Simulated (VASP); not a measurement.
# ZrB2 (P6/mmm) in VASP: a series of runs

Runs on ZrB2. Level: r2SCAN+D3(BJ). Tasks: single point.

Program: VASP 6.6.1. These are calculated values, not measurements. Logs are shortened: lines on timing, memory, paths and dates and some standing lists are left out, and cuts for length are marked.

## 1. The cell of the first run

It takes space group P6/mmm (No. 191, hexagonal). Conventional cell: a = 3.105 Å, b = 3.105 Å, c = 3.461 Å, α = 90.00°, β = 90.00°, γ = 120.00°. Within 3.3 Å of Zr (site symmetry 6/mmm) lie 12 B at 2.49 Å and 6 Zr at 3.11 Å. B (site symmetry -6m2) has 3 B at 1.79 Å and 6 Zr at 2.49 Å within 2.5 Å.

## 2. Single point, r2SCAN+D3(BJ)

File POSCAR:

```
ZrB2
1.0
    3.1052879646      0.0000000000      0.0000000000
   -1.5526439823      2.6892577443      0.0000000000
    0.0000000000      0.0000000000      3.4608777221
Zr B
1 2
Direct
    0.0000000000      0.0000000000      0.0000000000
    0.3333333333      0.6666666667      0.5000000000
    0.6666666667      0.3333333333      0.5000000000
```

File INCAR.step1:

```
  PREC = Accurate
  ENCUT = 520
  ISMEAR = -1
  SIGMA = 0.15
  LREAL = F
  LASPH = T
  NELM = 100
  NBANDS = 16
  GGA = PE
  ALGO = Normal
  EDIFF = 1E-4
  LWAVE = T
  LCHARG = F
```

File INCAR.step2:

```
  PREC = Accurate
  ENCUT = 520
  EDIFF = 1E-6
  ISMEAR = -1
  SIGMA = 0.15
  LREAL = F
  LASPH = T
  NELM = 100
  ALGO = Normal
  ISIF = 2
  LWAVE = F
  LCHARG = T
  METAGGA = R2SCAN
  LMIXTAU = T
  IVDW = 12
  VDW_S6 = 1.0
  VDW_S8 = 0.78981345
  VDW_A1 = 0.49484001
  VDW_A2 = 5.73083694
  LELF = T
  LVHAR = T
  NBANDS = 16
  ISTART = 1
```

File KPOINTS:

```
regular mesh
0
Gamma
  10 10 8
```

Potentials or basis: VASP PAW PBE potentials, release 64 (Zr_sv, B).

Started as:

```
$ cat potpaw_PBE.64/Zr_sv/POTCAR potpaw_PBE.64/B/POTCAR > POTCAR
$ cp INCAR.step1 INCAR
$ mpirun -np 1 vasp_std > vasp.out
$ cp INCAR.step2 INCAR
$ mpirun -np 1 vasp_std > vasp.out
```

OUTCAR:

```text
PREC = Accurate
   ENCUT = 520
   EDIFF = 1E-6
   ISMEAR = -1
   LREAL = F
   LASPH = T
   NELM = 100
   ISIF = 2
   METAGGA = R2SCAN
   IVDW = 12
   ISTART = 1
 IVDW          = 12

 ion  position               nearest neighbor table
   1  0.000  0.000  0.000-   2 2.49   2 2.49   3 2.49   3 2.49   2 2.49   3 2.49   2 2.49   3 2.49
                             3 2.49   3 2.49   2 2.49   2 2.49
   2  0.333  0.667  0.500-   3 1.79   3 1.79   3 1.79   1 2.49   1 2.49   1 2.49   1 2.49   1 2.49
                             1 2.49
   3  0.667  0.333  0.500-   2 1.79   2 1.79   2 1.79   1 2.49   1 2.49   1 2.49   1 2.49   1 2.49
                             1 2.49

  LATTYP: Found a hexagonal cell.
 ALAT       =     3.1052879646
 C/A-ratio  =     1.1145110410

  Lattice vectors:

 A1 = (   3.1052879646,   0.0000000000,   0.0000000000)
 A2 = (  -1.5526439823,   2.6892577443,   0.0000000000)
 A3 = (   0.0000000000,   0.0000000000,   3.4608777221)

Analysis of symmetry for initial positions (statically):
=====================================================================
 Subroutine PRICEL returns:
 Original cell was already a primitive cell.

 Routine SETGRP: Setting up the symmetry group for a
 hexagonal supercell.

 Subroutine GETGRP returns: Found 24 space group operations
 (whereof 24 operations were pure point group operations)
 out of a pool of 24 trial point group operations.

The static configuration has the point symmetry D_6h.

Analysis of symmetry for dynamics (positions and initial velocities):
=====================================================================
 Subroutine PRICEL returns:
 Original cell was already a primitive cell.

 Routine SETGRP: Setting up the symmetry group for a
 hexagonal supercell.

 Subroutine GETGRP returns: Found 24 space group operations
 (whereof 24 operations were pure point group operations)
 out of a pool of 24 trial point group operations.

The dynamic configuration has the point symmetry D_6h.

 Subroutine INISYM returns: Found 24 space group operations
 (whereof 24 operations are pure point group operations),
 and found     1 'primitive' translations

----------------------------------------------------------------------------------------

                                     Primitive cell

  volume of cell :      28.9015

  direct lattice vectors                    reciprocal lattice vectors
     3.105287965  0.000000000  0.000000000     0.322031326  0.185924908  0.000000000
    -1.552643982  2.689257744  0.000000000     0.000000000  0.371849817  0.000000000
     0.000000000  0.000000000  3.460877722     0.000000000  0.000000000  0.288944043

  length of vectors
     3.105287965  3.105287515  3.460877722     0.371849763  0.371849817  0.288944043

  position of ions in fractional coordinates (direct lattice)
     0.000000000  0.000000000  0.000000000
     0.333333333  0.666666667  0.500000000
     0.666666667  0.333333333  0.500000000

  ion indices of the primitive-cell ions
   primitive index   ion index
                 1           1
                 2           2
                 3           3

----------------------------------------------------------------------------------------

 KPOINTS: regular mesh

Automatic generation of k-mesh.
 Grid dimensions read from file:
 generate k-points for:   10   10    8

 Generating k-lattice:

  Cartesian coordinates                     Fractional coordinates (reciprocal lattice)
     0.032203133  0.018592491  0.000000000     0.100000000  0.000000000  0.000000000
     0.000000000  0.037184982  0.000000000     0.000000000  0.100000000  0.000000000
     0.000000000  0.000000000  0.036118005     0.000000000  0.000000000  0.125000000

  Length of vectors
     0.037184976  0.037184982  0.036118005

  Shift w.r.t. Gamma in fractional coordinates (k-lattice)
     0.000000000  0.000000000  0.000000000

 Subroutine IBZKPT returns following result:
 ===========================================

 Found     70 irreducible k-points:

 Following reciprocal coordinates:
            Coordinates               Weight
  0.000000  0.000000  0.000000      1.000000
  0.100000  0.000000  0.000000      6.000000
  0.200000  0.000000  0.000000      6.000000
  0.300000 -0.000000  0.000000      6.000000
  0.400000 -0.000000  0.000000      6.000000
  0.500000  0.000000  0.000000      3.000000
[... 16 lines left out ...]
  0.300000  0.100000  0.125000     24.000000
  0.400000  0.100000  0.125000     24.000000
 [... further k-points ...]
   k-points           NKPTS =     70   k-points in BZ     NKDIM =     70   number of bands    NBANDS=     16
   number of dos      NEDOS =    301   number of ions     NIONS =      3
   total plane-waves  NPLWV =  16128
   dimension x,y,z NGX =    24 NGY =   24 NGZ =   28
   dimension x,y,z NGXF=    48 NGYF=   48 NGZF=   56
   ions per type =               1   2
   NGX,Y,Z   is equivalent  to a cutoff of  12.85, 12.85, 13.45 a.u.
   NGXF,Y,Z  is equivalent  to a cutoff of  25.70, 25.70, 26.90 a.u.
 SYSTEM =  unknown system
   PREC   = accura    normal or accurate (medium, high low for compatibility)
   ISTART =      1    job   : 0-new  1-cont  2-samecut
   ICHARG =      0    charge: 1-file 2-atom 10-const
   ISPIN  =      1    spin polarized calculation?
   LNONCOLLINEAR =      F non collinear calculations
   LSORBIT =      F    spin-orbit coupling
   LASPH  =      T    aspherical Exc in radial PAW
   ENCUT  =  520.0 eV  38.22 Ry    6.18 a.u.   5.77  5.77  6.43*2*pi/ulx,y,z
   NELM   =    100;   NELMIN=  2; NELMDL=  0     # of ELM steps
   EDIFF  = 0.1E-05   stopping-criterion for ELM
   LREAL  =      F    real-space projection
   EDIFFG = 0.1E-04   stopping-criterion for IOM
   NSW    =      0    number of steps for IOM
   IBRION =     -1    ionic relax: 0-MD 1-quasi-New 2-CG
   NFREE  =      0    steps in history (QN), initial steepest desc. (CG)
   ISIF   =      2    stress and relaxation
   ISYM   =      2    0-nonsym 1-usesym 2-fastsym
   POTIM  = 0.5000    time-step for ionic-motion
   TEBEG  =    0.0;   TEEND  =   0.0 temperature during run
   PSTRESS=    0.0 pullay stress
   NELECT =      18.0000    total number of electrons
   NUPDOWN=      -1.0000    fix difference up-down
   EMIN   =  10.00;   EMAX   =-10.00  energy-range for DOS
   EFERMI =   0.00;   METHOD = LEGACY
   ISMEAR =    -1;   SIGMA  =   0.15  broadening in eV -4-tet -1-fermi 0-gaus
   EFERMI_NEDOS =   21; number of points for ismear=-14 and -15
   IALGO  =     38    algorithm
   IMIX   =      4    mixing-type and parameters
     AMIX     =   0.40;   BMIX     =  1.00
     AMIX_MAG =   1.60;   BMIX_MAG =  1.00
  volume/ion in A,a.u.               =       9.63        65.01
  Fermi-wavevector in a.u.,A,eV,Ry     =   1.398059  2.641948 26.593523  1.954569
  Thomas-Fermi vector in A             =   2.521254
   LORBIT       =      0    0 simple, 1 ext, 2 COOP (PROOUT), +10 PAW based schemes
   METAGGA = R2SCAN    functional components
   LHFCALC =     F    Hartree Fock is set to
   AEXX    =    0.0000 exact exchange contribution
   IVDW    =    12    specifies the selected vdW correction
   LEPSILON=     F    determine dielectric tensor
   LRPA    =     F    only Hartree local field effects (RPA)
 non-spin polarized calculation
  energy-cutoff  :      520.00
  volume of cell :       28.90
 maximum number of plane-waves:       792
 NGX is ok and might be reduce to    24
   NGX = 11   NGY = 11   NGZ = 13

 number of electron      18.0000000 magnetization

 Free energy of the ion-electron system (eV)
  ---------------------------------------------------
  ext. energy  EPLUGINS =         0.00000000
  ---------------------------------------------------
  free energy    TOTEN  =       -40.53806120 eV

  energy without entropy =      -40.51645776  energy(sigma->0) =      -40.52725948

 E-fermi :  11.2776     XC(G=0): -13.7050

 val. band max:       11.2269696150   @ k =   0.2000   0.2000   0.1250
 cond. band min:      11.4211247450   @ k =   0.1000   0.0000   0.5000
 fundamental gap:      0.1941551300
 Fermi energy:        11.2776147909

 k-point     1 :       0.0000    0.0000    0.0000
  band No.  band energies     occupation
      1     -38.8590      2.00000
      2     -16.3911      2.00000
      3     -15.7157      2.00000
      4     -15.7156      2.00000
      5      -2.5937      2.00000
      6       8.4239      2.00000
[... 8 lines left out ...]
     15      16.9390      0.00000
     16      16.9390      0.00000

 k-point     2 :       0.1000    0.0000    0.0000
  band No.  band energies     occupation
      1     -38.8437      2.00000
      2     -16.3691      2.00000
      3     -15.8417      2.00000
      4     -15.7422      2.00000
      5      -2.3680      2.00000
      6       7.7931      2.00000
[... 8 lines left out ...]
     15      17.8423      0.00000
     16      18.3411      0.00000

 k-point     3 :       0.2000    0.0000    0.0000
  band No.  band energies     occupation
      1     -38.8036      2.00000
      2     -16.3109      2.00000
      3     -16.1597      2.00000
      4     -15.8109      2.00000
      5      -1.7330      2.00000
      6       6.4133      2.00000
[... 8 lines left out ...]
     15      18.9345      0.00000
     16      19.8385      0.00000

 k-point     4 :       0.3000   -0.0000    0.0000
  band No.  band energies     occupation
      1     -38.7535      2.00000
      2     -16.5322      2.00000
      3     -16.2380      2.00000
      4     -15.8945      2.00000
      5      -0.7795      2.00000
      6       4.8536      2.00000
[... 8 lines left out ...]
     15      20.1079      0.00000
     16      22.5322      0.00000
[... 324 lines left out ...]
 k-point    22 :       0.2000    0.1000    0.1250
  band No.  band energies     occupation
      1     -38.7670      2.00000
      2     -16.3744      2.00000
      3     -16.3213      2.00000
      4     -15.8918      2.00000
      5      -0.9725      2.00000
      6       5.5616      2.00000
[... 8 lines left out ...]
     15      19.5596      0.00000
     16      21.0064      0.00000

 k-point    23 :       0.3000    0.1000    0.1250
  band No.  band energies     occupation
      1     -38.7215      2.00000
      2     -16.6706      2.00000
      3     -16.2580      2.00000
      4     -15.9893      2.00000
      5       0.0250      2.00000
      6       4.0344      2.00000
[... 8 lines left out ...]
     15      19.8649      0.00000
     16      22.9777      0.00000

 k-point    24 :       0.4000    0.1000    0.1250
  band No.  band energies     occupation
      1     -38.6931      2.00000
      2     -16.8519      2.00000
      3     -16.2139      2.00000
      4     -16.0488      2.00000
      5       1.2169      2.00000
      6       2.5672      2.00000
[... 8 lines left out ...]
     15      20.7569      0.00000
     16      22.6547      0.00000

 [... further k-points ...]

------------------------ aborting loop because EDIFF is reached ----------------------------------------

 Edisp (eV)   -0.58721

 E8    (eV) :    -0.2049

  FORCE on cell =-STRESS in cart. coord.  units (eV):
  Direction    XX          YY          ZZ          XY          YZ          ZX
  --------------------------------------------------------------------------------------
  -------------------------------------------------------------------------------------
  Total       2.63293     2.63293     2.78961     0.00000    -0.00000     0.00000
  in kB     145.95854   145.95848   154.64424     0.00000    -0.00000     0.00000
  external pressure =      148.85 kB  Pullay stress =        0.00 kB

 VOLUME and BASIS-vectors are now :
 -----------------------------------------------------------------------------
  energy-cutoff  :      520.00
  volume of cell :       28.90
      direct lattice vectors                 reciprocal lattice vectors
     3.105287965  0.000000000  0.000000000     0.322031326  0.185924908  0.000000000
    -1.552643982  2.689257744  0.000000000     0.000000000  0.371849817  0.000000000
     0.000000000  0.000000000  3.460877722     0.000000000  0.000000000  0.288944043

 POSITION                                       TOTAL-FORCE (eV/Angst)
 -----------------------------------------------------------------------------------
      0.00000      0.00000      0.00000        -0.000000      0.000000      0.000000
     -0.00000      1.79284      1.73044         0.000000     -0.000000      0.000000
      1.55264      0.89642      1.73044        -0.000000      0.000000      0.000000
 -----------------------------------------------------------------------------------
    total drift:                               -0.000000      0.000000      0.000000

  FREE ENERGIE OF THE ION-ELECTRON SYSTEM (eV)
  ---------------------------------------------------
  free  energy   TOTEN  =       -41.1252702926 eV

  energy  without entropy=      -41.1036668459  energy(sigma->0) =      -41.11446857
```

Wall time 2 min (1 thread of Intel Xeon 8259CL, shared host); peak memory 0.18 GiB.

Results:

| Property | Result |
| --- | --- |
| Free energy | -41.1253 eV |
| Pressure | 14.9 GPa |
| Band gap on the k mesh | zero (bands 9 and 10 overlap by 0.92 eV) |
| Dispersion energy per atom | -0.196 eV |

Caveat: the cell stands under pressure; the PAW data sets were made with another functional, which shifts forces and pressure a little.

## 3. Single point, r2SCAN+D3(BJ)

This run uses another cell than the first one, of 9.84 Å³/atom.

File POSCAR:

```
ZrB2
1.0
    3.1271569103      0.0000000000      0.0000000000
   -1.5635784551      2.7081968031      0.0000000000
    0.0000000000      0.0000000000      3.4852509034
Zr B
1 2
Direct
    0.0000000000      0.0000000000      0.0000000000
    0.3333333333      0.6666666667      0.5000000000
    0.6666666667      0.3333333333      0.5000000000
```

File INCAR.step1:

```
SYSTEM = ZrB2
  ALGO = Normal
  EDIFF = 1E-4
  ENCUT = 520
  GGA = PE
  ISMEAR = -1
  LASPH = .TRUE.
  LCHARG = .FALSE.
  LREAL = .FALSE.
  LWAVE = .TRUE.
  NBANDS = 16
  NELM = 60
  PREC = Accurate
  SIGMA = 0.15
```

File INCAR.step2:

```
SYSTEM = ZrB2
  ALGO = Normal
  EDIFF = 1E-7
  ENCUT = 520
  ISIF = 2
  ISMEAR = -1
  ISTART = 1
  IVDW = 12
  LASPH = .TRUE.
  LCHARG = .FALSE.
  LMIXTAU = .TRUE.
  LREAL = .FALSE.
  LWAVE = .FALSE.
  METAGGA = R2SCAN
  NBANDS = 16
  NELM = 60
  PREC = Accurate
  SIGMA = 0.15
  VDW_A1 = 0.49484001
  VDW_A2 = 5.73083694
  VDW_S6 = 1.0
  VDW_S8 = 0.78981345
```

File KPOINTS:

```
k-points
0
G
  10 10 8
  0 0 0
```

Potentials or basis: VASP PAW PBE potentials, release 64 (Zr_sv, B).

Started as:

```
$ cat potpaw_PBE.64/Zr_sv/POTCAR potpaw_PBE.64/B/POTCAR > POTCAR
$ cp INCAR.step1 INCAR
$ mpirun -np 1 vasp_std > vasp.out
$ cp INCAR.step2 INCAR
$ mpirun -np 1 vasp_std > vasp.out
```

It took 2.4 min on 1 thread of Intel Xeon 8259CL, shared host; peak memory 0.18 GiB.

It converged, with:

```yaml
Free_energy: -41.1706 eV
Pressure: 8.7 GPa
Band_gap_on_the_k_mesh: zero (bands 9 and 10 overlap by 0.90 eV)
Dispersion_energy_per_atom: -0.192 eV
```

Stress tensor (GPa, compression positive):
```
8.28 0.00 0.00
0.00 8.28 0.00
0.00 0.00 9.53
```

Levels at points of the mesh, in eV from the Fermi level:
```tsv
k point	band 5	band 6	band 7	band 8	band 9	band 10	band 11	band 12	band 13	band 14
(0.00, 0.00, 0.00)	-13.78	-2.81	-2.81	-2.71	-2.53	3.86	3.86	4.71	4.71	5.26
(0.50, 0.00, 0.00)	-9.68	-9.19	-4.24	-3.29	-2.86	2.42	2.62	5.48	5.60	7.08
(0.00, 0.00, 0.50)	-11.53	-7.48	-1.01	-1.01	0.43	0.43	0.94	0.94	2.15	5.43
(0.50, 0.00, 0.50)	-10.82	-7.54	-4.99	-4.47	-2.11	4.26	4.48	5.88	6.96	7.22
```

Caveat: the cell stands under pressure; the PAW data sets were made with another functional, which shifts forces and pressure a little.

## 4. Single point, r2SCAN+D3(BJ)

This run uses another cell than the first one, of 10.04 Å³/atom.

File POSCAR:

```
ZrB2
1.0
    3.1487241912      0.0000000000      0.0000000000
   -1.5743620956      2.7268746126      0.0000000000
    0.0000000000      0.0000000000      3.5092878761
Zr B
1 2
Direct
    0.0000000000      0.0000000000      0.0000000000
    0.3333333333      0.6666666667      0.5000000000
    0.6666666667      0.3333333333      0.5000000000
```

File INCAR.step1:

```
  ALGO = Normal
  EDIFF = 1E-4
  ENCUT = 520
  GGA = PE
  ISMEAR = -1
  LASPH = T
  LCHARG = F
  LREAL = F
  LWAVE = T
  NBANDS = 16
  NELM = 80
  PREC = Accurate
  SIGMA = 0.15
```

File INCAR.step2:

```
  ALGO = Normal
  EDIFF = 1E-7
  ENCUT = 520
  ISIF = 2
  ISMEAR = -1
  ISTART = 1
  IVDW = 12
  LASPH = T
  LCHARG = T
  LELF = T
  LMIXTAU = T
  LREAL = F
  LVHAR = T
  LWAVE = F
  METAGGA = R2SCAN
  NBANDS = 16
  NELM = 80
  PREC = Accurate
  SIGMA = 0.15
  VDW_A1 = 0.49484001
  VDW_A2 = 5.73083694
  VDW_S6 = 1.0
  VDW_S8 = 0.78981345
```

File KPOINTS:

```
k-points
0
Gamma
  10 10 8
```

Started as:

```
$ cat potpaw_PBE.64/Zr_sv/POTCAR potpaw_PBE.64/B/POTCAR > POTCAR
$ cp INCAR.step1 INCAR
$ mpirun -np 1 vasp_std > vasp.out
$ cp INCAR.step2 INCAR
$ mpirun -np 1 vasp_std > vasp.out
```

It took 2.6 min on 1 thread of Intel Xeon 8259CL, shared host; peak memory 0.19 GiB.

The run converged. Its results:

```yaml
Free_energy: -41.1934 eV
Pressure: 3.1 GPa
Band_gap_on_the_k_mesh: zero (bands 9 and 10 overlap by 0.88 eV)
Dispersion_energy_per_atom: -0.188 eV
```

Stress tensor (GPa, compression positive):
```
2.55 0.00 0.00
0.00 2.55 0.00
0.00 0.00 4.18
```

Levels at points of the mesh, in eV from the Fermi level:
```
           k point  band 6  band 7  band 8  band 9  band 10  band 11  band 12  band 13
(0.00, 0.00, 0.00)   -2.78   -2.78   -2.67   -2.55     3.76     3.76     4.60     4.60
(0.50, 0.00, 0.00)   -9.19   -4.17   -3.27   -2.80     2.38     2.56     5.33     5.45
(0.00, 0.00, 0.50)   -7.43   -1.01   -1.01    0.42     0.42     0.92     0.92     2.09
(0.50, 0.00, 0.50)   -7.53   -4.92   -4.41   -2.17     4.14     4.37     5.72     6.75
```

Caveat: the cell stands under pressure; the PAW data sets were made with another functional, which shifts forces and pressure a little.

(Continued in part 2 of 2.)
